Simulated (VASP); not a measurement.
# Na (Pm-3m) in VASP: notebook

The runs below take Na through single point, relaxation of cell and atoms, with PBE.

All numbers are computed with VASP 6.6.1; they aren't measurements. Logs are shortened: lines on timing, memory, paths and dates and some standing lists are left out, and cuts for length are marked.

## 1. The cell of the first run

The structure is cubic, space group Pm-3m (No. 221). Conventional cell: a = 3.433 Å, b = 3.433 Å, c = 3.433 Å, α = 90.00°, β = 90.00°, γ = 90.00°. Na (site symmetry m-3m) has 6 Na at 3.43 Å within 4.5 Å.

## 2. Single point, PBE

The input, INCAR:

```
PREC     = Accurate       # precision mode
ENCUT    = 520            # plane-wave cutoff, eV
EDIFF    = 1E-6           # SCF threshold, eV
ISMEAR   = -1             # smearing method
SIGMA    = 0.1            # smearing width, eV
LREAL    = F              # projectors in reciprocal space
LASPH    = T              # aspherical terms in the spheres
NELM     = 80             # most SCF steps
ALGO     = Normal         # electronic algorithm
ISIF     = 2              # what is computed and relaxed
LWAVE    = F              # write WAVECAR
LCHARG   = F              # write CHGCAR
GGA      = PE             # functional
NBANDS   = 10             # bands
```

The input, KPOINTS:

```
Automatic mesh
0
Gamma
  11 11 11
```

The input, POSCAR:

```
Na
1.0
    3.4326676947      0.0000000000      0.0000000000
    0.0000000000      3.4326676947      0.0000000000
    0.0000000000      0.0000000000      3.4326676947
Na
1
Direct
    0.0000000000      0.0000000000      0.0000000000
```

Potentials or basis: VASP PAW PBE potentials, release 64 (Na_pv).

Started as:

```sh
$ cat potpaw_PBE.64/Na_pv/POTCAR > POTCAR
$ mpirun -np 1 vasp_std > vasp.out
```

OUTCAR:

```text
PREC = Accurate
   ENCUT = 520
   EDIFF = 1E-6
   ISMEAR = -1
   LREAL = F
   LASPH = T
   NELM = 80
   ISIF = 2
   GGA = PE

 ion  position               nearest neighbor table
   1  0.000  0.000  0.000-

  LATTYP: Found a simple cubic cell.
 ALAT       =     3.4326676947

  Lattice vectors:

 A1 = (   3.4326676947,   0.0000000000,   0.0000000000)
 A2 = (   0.0000000000,   3.4326676947,   0.0000000000)
 A3 = (   0.0000000000,   0.0000000000,   3.4326676947)

Analysis of symmetry for initial positions (statically):
=====================================================================
 Subroutine PRICEL returns:
 Original cell was already a primitive cell.

 Routine SETGRP: Setting up the symmetry group for a
 simple cubic supercell.

 Subroutine GETGRP returns: Found 48 space group operations
 (whereof 48 operations were pure point group operations)
 out of a pool of 48 trial point group operations.

The static configuration has the point symmetry O_h .

Analysis of symmetry for dynamics (positions and initial velocities):
=====================================================================
 Subroutine PRICEL returns:
 Original cell was already a primitive cell.

 Routine SETGRP: Setting up the symmetry group for a
 simple cubic supercell.

 Subroutine GETGRP returns: Found 48 space group operations
 (whereof 48 operations were pure point group operations)
 out of a pool of 48 trial point group operations.

The dynamic configuration has the point symmetry O_h .

 Subroutine INISYM returns: Found 48 space group operations
 (whereof 48 operations are pure point group operations),
 and found     1 'primitive' translations

----------------------------------------------------------------------------------------

                                     Primitive cell

  volume of cell :      40.4478

  direct lattice vectors                    reciprocal lattice vectors
     3.432667695  0.000000000  0.000000000     0.291318615  0.000000000  0.000000000
     0.000000000  3.432667695  0.000000000     0.000000000  0.291318615  0.000000000
     0.000000000  0.000000000  3.432667695     0.000000000  0.000000000  0.291318615

  length of vectors
     3.432667695  3.432667695  3.432667695     0.291318615  0.291318615  0.291318615

  position of ions in fractional coordinates (direct lattice)
     0.000000000  0.000000000  0.000000000

  ion indices of the primitive-cell ions
   primitive index   ion index
[... 64 lines left out ...]
   PREC   = accura    normal or accurate (medium, high low for compatibility)
   ISTART =      0    job   : 0-new  1-cont  2-samecut
   ICHARG =      2    charge: 1-file 2-atom 10-const
   ISPIN  =      1    spin polarized calculation?
   LNONCOLLINEAR =      F non collinear calculations
   LSORBIT =      F    spin-orbit coupling
   LASPH  =      T    aspherical Exc in radial PAW
   ENCUT  =  520.0 eV  38.22 Ry    6.18 a.u.   6.38  6.38  6.38*2*pi/ulx,y,z
   NELM   =     80;   NELMIN=  2; NELMDL= -5     # of ELM steps
   EDIFF  = 0.1E-05   stopping-criterion for ELM
   LREAL  =      F    real-space projection
[... 7 lines left out ...]
   TEBEG  =    0.0;   TEEND  =   0.0 temperature during run
   PSTRESS=    0.0 pullay stress
   NELECT =       7.0000    total number of electrons
   NUPDOWN=      -1.0000    fix difference up-down
   EMIN   =  10.00;   EMAX   =-10.00  energy-range for DOS
   EFERMI =   0.00;   METHOD = LEGACY
   ISMEAR =    -1;   SIGMA  =   0.10  broadening in eV -4-tet -1-fermi 0-gaus
   EFERMI_NEDOS =   21; number of points for ismear=-14 and -15
   IALGO  =     38    algorithm
   IMIX   =      4    mixing-type and parameters
     AMIX     =   0.40;   BMIX     =  1.00
     AMIX_MAG =   1.60;   BMIX_MAG =  1.00
  volume/ion in A,a.u.               =      40.45       272.96
  Fermi-wavevector in a.u.,A,eV,Ry     =   0.912310  1.724016 11.324258  0.832309
  Thomas-Fermi vector in A             =   2.036691
   LORBIT       =      0    0 simple, 1 ext, 2 COOP (PROOUT), +10 PAW based schemes
   GGA     = PE    functional components
   LHFCALC =     F    Hartree Fock is set to
   AEXX    =    0.0000 exact exchange contribution
   IVDW    =     0    specifies the selected vdW correction
   LEPSILON=     F    determine dielectric tensor
   LRPA    =     F    only Hartree local field effects (RPA)
 non-spin polarized calculation
  energy-cutoff  :      520.00
  volume of cell :       40.45
 maximum number of plane-waves:      1104
 NGX is ok and might be reduce to    28
   NGX = 13   NGY = 13   NGZ = 13

 number of electron       7.0000012 magnetization

 Free energy of the ion-electron system (eV)
  ---------------------------------------------------
  ext. energy  EPLUGINS =         0.00000000
  ---------------------------------------------------
  free energy    TOTEN  =        -1.20027800 eV

  energy without entropy =       -1.18320953  energy(sigma->0) =       -1.19174377

 E-fermi :   0.0866     XC(G=0):  -6.2695

 val. band max:        0.0779591561   @ k =   0.3636   0.2727   0.1818
 cond. band min:       0.1791531256   @ k =   0.4545   0.1818   0.0909
 fundamental gap:      0.1011939695
 Fermi energy:         0.0865578655

 k-point     1 :       0.0000    0.0000    0.0000
  band No.  band energies     occupation
      1     -25.0236      2.00000
      2     -25.0236      2.00000
      3     -25.0236      2.00000
      4      -3.0015      2.00000
      5       8.2387      0.00000
      6       8.2387      0.00000
      7       9.4724      0.00000
      8       9.4724      0.00000
      9       9.4724      0.00000
     10      12.2603      0.00000
[... 287 lines left out ...]
 k-point    24 :       0.2727    0.0909    0.0909
  band No.  band energies     occupation
      1     -25.0480      2.00000
      2     -25.0248      2.00000
      3     -25.0245      2.00000
      4      -1.8151      2.00000
      5       3.8161      0.00000
      6       7.7000      0.00000
      7       8.8891      0.00000
      8      11.8921      0.00000
      9      13.1687      0.00000
     10      13.5246      0.00000

 [... further k-points ...]
[... 5 lines left out ...]
  --------------------------------------------------------------------------------------
  -------------------------------------------------------------------------------------
  Total       -0.0257496     -0.0257496     -0.0257496      0.0000000      0.0000000     -0.0000000
  in kB       -1.0199646     -1.0199646     -1.0199646      0.0000000      0.0000000     -0.0000000
  external PRESSURE =      -1.0199646 kB  Pullay stress =       0.0000000 kB

 VOLUME and BASIS-vectors are now :
 -----------------------------------------------------------------------------
  energy-cutoff  :      520.00
  volume of cell :       40.45
      direct lattice vectors                 reciprocal lattice vectors
     3.432667695  0.000000000  0.000000000     0.291318615  0.000000000  0.000000000
     0.000000000  3.432667695  0.000000000     0.000000000  0.291318615  0.000000000
     0.000000000  0.000000000  3.432667695     0.000000000  0.000000000  0.291318615

 POSITION                                       TOTAL-FORCE (eV/Angst)
 -----------------------------------------------------------------------------------
      0.00000      0.00000      0.00000         0.000000      0.000000      0.000000
 -----------------------------------------------------------------------------------
    total drift:                               -0.000000     -0.000000     -0.000000

  FREE ENERGIE OF THE ION-ELECTRON SYSTEM (eV)
  ---------------------------------------------------
  free  energy   TOTEN  =        -1.2002780016 eV

  energy  without entropy=       -1.1832095324  energy(sigma->0) =       -1.19174377
```

OSZICAR:

```text
N       E                     dE             d eps       ncg     rms          rms(c)
DAV:   1     0.271216317152E+02    0.27122E+02   -0.37768E+03  1128   0.569E+02
DAV:   2    -0.623641189560E+00   -0.27745E+02   -0.27630E+02  1154   0.143E+02
DAV:   3    -0.119800526043E+01   -0.57436E+00   -0.57402E+00  1382   0.233E+01
DAV:   4    -0.120255170642E+01   -0.45464E-02   -0.45462E-02  1360   0.200E+00
DAV:   5    -0.120262092004E+01   -0.69214E-04   -0.69213E-04  1286   0.237E-01    0.217E-01
DAV:   6    -0.120133984869E+01    0.12811E-02   -0.57890E-04  1394   0.290E-01    0.148E-01
DAV:   7    -0.120028701396E+01    0.10528E-02   -0.13264E-03  1344   0.357E-01    0.183E-02
DAV:   8    -0.120027613684E+01    0.10877E-04   -0.75576E-05  1286   0.139E-01    0.378E-03
DAV:   9    -0.120027783178E+01   -0.16949E-05   -0.75375E-07  1226   0.666E-03    0.151E-03
DAV:  10    -0.120027800162E+01   -0.16984E-06   -0.19512E-07   688   0.434E-03
   1 F= -.12002780E+01 E0= -.11917438E+01  d E =-.170685E-01
```

stdout:

```text
POSCAR found type information on POSCAR Na
 POSCAR found :  1 types and       1 ions
 scaLAPACK will be used
 LDA part: xc-table for (Slater+PW92), standard interpolation
 POSCAR, INCAR and KPOINTS ok, starting setup
 FFT: planning ... GRIDC
 FFT: planning ... GRID_SOFT
 FFT: planning ... GRID
 WAVECAR not read
 entering main loop
```

It took 16 s on 1 thread of AMD EPYC 9R45 (Zen 5), shared host; peak memory 0.12 GiB.

What came out:

* Free energy: -1.2003 eV
* Pressure: -0.1 GPa

## 3. Single point, PBE

The input, INCAR:

```
SYSTEM = Na
  ALGO = Normal
  EDIFF = 1E-7
  ENCUT = 520
  GGA = PE
  ISIF = 2
  ISMEAR = -1
  LASPH = .True.
  LCHARG = .False.
  LREAL = .False.
  LWAVE = .False.
  NBANDS = 10
  NELM = 100
  PREC = Accurate
  SIGMA = 0.1
```

The input, KPOINTS:

```
k-points
0
Gamma
  11 11 11
  0 0 0
```

POSCAR is that of step 2.

Potentials or basis: VASP PAW PBE potentials, release 64 (Na_pv).

Started as:

```sh
$ cat potpaw_PBE.64/Na_pv/POTCAR > POTCAR
$ mpirun -np 1 vasp_std > vasp.out
```

Wall time 19 s (1 thread of AMD EPYC 9R45 (Zen 5), shared host); peak memory 0.12 GiB.

The run converged. Its results:

| Quantity | Value |
| --- | --- |
| Free energy | -1.2003 eV |
| Pressure | -0.1 GPa |

Levels at points of the mesh, in eV from the Fermi level:
```tsv
k point	band 2	band 3	band 4	band 5	band 6	band 7
(0.00, 0.00, 0.00)	-25.11	-25.11	-3.09	8.15	8.15	9.39
```

(Continued in part 2 of 2.)
